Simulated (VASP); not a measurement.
# RbNa (P4/mmm) in VASP: a series of runs, part 2 of 2

VASP 6.6.1. Earlier steps stand in the parts before.

## (3) Relaxation of cell and atoms, PBE

This run uses another cell than the first one, of 32.32 Å³/atom, 0.523 times its volume.

INCAR reads:

```
  ALGO = Normal
  EDIFF = 1E-6
  EDIFFG = -0.04
  ENCUT = 600
  GGA = PE
  IBRION = 2
  ISIF = 3
  ISMEAR = 0
  LASPH = True
  LCHARG = False
  LREAL = False
  LWAVE = False
  NELM = 100
  NSW = 90
  PREC = Accurate
  SIGMA = 0.1
```

KPOINTS reads:

```
k-points
0
Gamma
  6 6 4
```

POSCAR reads:

```
RbNa
1.0
    3.6670671769      0.0000000000      0.0000000000
    0.0000000000      3.6670671769      0.0000000000
    0.0000000000      0.0000000000      4.8064773354
Rb Na
1 1
Direct
    0.5000000000      0.5000000000      0.5000000000
    0.0000000000      0.0000000000      0.0000000000
```

Potentials or basis: VASP PAW PBE potentials, release 64 (Rb_sv, Na_pv).

The run is started by

```bash
$ cat potpaw_PBE.64/Rb_sv/POTCAR potpaw_PBE.64/Na_pv/POTCAR > POTCAR
$ mpirun -np 1 vasp_std > vasp.out
```

OUTCAR:

```text
EDIFF = 1E-6
   EDIFFG = -0.04
   ENCUT = 600
   GGA = PE
   IBRION = 2
   ISIF = 3
   ISMEAR = 0
   LASPH = True
   LREAL = False
   NELM = 100
   NSW = 90
   PREC = Accurate

 ion  position               nearest neighbor table
   1  0.500  0.500  0.500-   2 3.54   2 3.54   2 3.54   2 3.54   2 3.54   2 3.54   2 3.54   2 3.54

   2  0.000  0.000  0.000-   1 3.54   1 3.54   1 3.54   1 3.54   1 3.54   1 3.54   1 3.54   1 3.54

  LATTYP: Found a simple tetragonal cell.
 ALAT       =     3.6670671769
 C/A-ratio  =     1.3107142857

  Lattice vectors:

 A1 = (   3.6670671769,   0.0000000000,   0.0000000000)
 A2 = (   0.0000000000,   3.6670671769,   0.0000000000)
 A3 = (   0.0000000000,   0.0000000000,   4.8064773354)

Analysis of symmetry for initial positions (statically):
=====================================================================
 Subroutine PRICEL returns:
 Original cell was already a primitive cell.

[... 371 lines left out ...]
  band No.  band energies     occupation
      1     -28.5217      2.00000
      2     -25.0892      2.00000
      3     -25.0838      2.00000
      4     -25.0838      2.00000
      5     -12.5947      2.00000
      6     -12.5905      2.00000
      7     -12.5905      2.00000
      8      -2.3190      2.00000
      9       2.0698      0.00000
     10       2.3144      0.00000
     11       3.3870      0.00000
     12       4.1546      0.00000
[... 331 lines left out ...]
 k-point    24 :       0.5000    0.0000    0.5000
  band No.  band energies     occupation
      1     -28.5187      2.00000
      2     -25.0894      2.00000
      3     -25.0846      2.00000
      4     -25.0837      2.00000
      5     -12.6608      2.00000
      6     -12.6254      2.00000
      7     -12.5808      2.00000
      8      -0.0352      1.77463
      9       0.9237      0.00000
     10       0.9749      0.00000
     11       1.2145      0.00000
     12       4.1732      0.00000

 [... further k-points ...]
[... 5 lines left out ...]
  --------------------------------------------------------------------------------------
  -------------------------------------------------------------------------------------
  Total       -0.0335766     -0.0335766     -0.0291604      0.0000000     -0.0000000     -0.0000000
  in kB       -0.4353183     -0.4353183     -0.3780626      0.0000000     -0.0000000     -0.0000000
  external PRESSURE =      -0.4162330 kB  Pullay stress =       0.0000000 kB
[... 17 lines left out ...]
  FREE ENERGIE OF THE ION-ELECTRON SYSTEM (eV)
  ---------------------------------------------------
  free  energy   TOTEN  =        -2.1737907595 eV

  energy  without entropy=       -2.1662886342  energy(sigma->0) =       -2.17003970

 reached required accuracy - stopping structural energy minimisation
```

OSZICAR:

```text
N       E                     dE             d eps       ncg     rms          rms(c)
DAV:   1     0.117382569378E+03    0.11738E+03   -0.85152E+03   720   0.140E+03
DAV:   2     0.801122746033E+01   -0.10937E+03   -0.10331E+03   844   0.304E+02
DAV:   3    -0.587161549743E+00   -0.85984E+01   -0.84671E+01   916   0.828E+01
[... 91 lines left out ...]
DAV:   2    -0.219276973984E+01    0.32501E-01   -0.46370E-02   780   0.194E+00    0.930E-01
DAV:   3    -0.217378945263E+01    0.18980E-01   -0.23891E-02   812   0.107E+00    0.121E-01
DAV:   4    -0.217378807672E+01    0.13759E-05   -0.35513E-04   852   0.124E-01    0.402E-02
DAV:   5    -0.217378998917E+01   -0.19125E-05   -0.22571E-05   956   0.398E-02    0.455E-03
DAV:   6    -0.217379075951E+01   -0.77034E-06   -0.14434E-06   652   0.881E-03
  10 F= -.21737908E+01 E0= -.21700397E+01  d E =-.307850E-01
```

It took 2.2 min on 1 thread of Intel Xeon 6975P-C, shared host; peak memory 0.2 GiB.

What came out:

```
Free energy                            : -2.1738 eV
Relaxed volume                         : 61.79 Å³/atom
Relaxed cell                           : a = 4.872 Å, b = 4.872 Å, c = 5.206 Å, α = 90.00°, β = 90.00°, γ = 90.00°
Space group after relaxing (to 0.05 Å) : P4/mmm (No. 123)
Energy gained by relaxing              : 477.0 meV/atom
Ionic steps                            : 10
Pressure after relaxing                : 0.0 GPa
Band gap on the k mesh                 : zero (band 8 reaches 1.10 eV, above the bottom of band 9 at -0.71 eV)
```

Step by step:
```tsv
step	energy change (eV)	largest force (eV/Å)	pressure (GPa)	volume (Å³)
1	0.0000	0.0000	8.06	64.63
2	-0.5772	0.0000	3.66	81.07
3	-0.8919	0.0000	0.74	106.78
4	-0.9207	0.0000	0.18	117.30
5	-0.9233	0.0000	0.01	121.79
6	-0.9232	0.0000	-0.03	123.19
7	-0.9278	0.0000	-0.03	123.34
8	-0.9395	0.0000	-0.07	123.67
9	-0.9527	0.0000	-0.06	123.76
10	-0.9540	0.0000	-0.04	123.58
```

Final structure:
```
CELL_PARAMETERS angstrom
4.87197 0.00000 0.00000
0.00000 4.87197 0.00000
0.00000 0.00000 5.20633
ATOMIC_POSITIONS crystal
Rb 0.50000 0.50000 0.50000
Na 0.00000 0.00000 0.00000
```

Levels at points of the mesh, in eV from the Fermi level:
```tsv
k point	band 6	band 7	band 8	band 9	band 10	band 11
(0.00, 0.00, 0.00)	-12.64	-12.64	-2.37	2.02	2.26	3.34
(0.50, 0.00, 0.00)	-12.64	-12.63	-0.69	-0.58	2.96	2.98
(0.50, 0.50, 0.00)	-12.71	-12.63	0.07	1.07	1.07	1.36
(0.00, 0.00, 0.50)	-12.64	-12.64	-0.90	-0.76	2.92	3.53
(0.50, 0.00, 0.50)	-12.68	-12.63	-0.09	0.87	0.92	1.16
(0.50, 0.50, 0.50)	-12.70	-12.67	1.05	1.12	1.12	2.00
```

Caveat: the volume moved by over 15 % at a fixed basis, so the end points are rough.
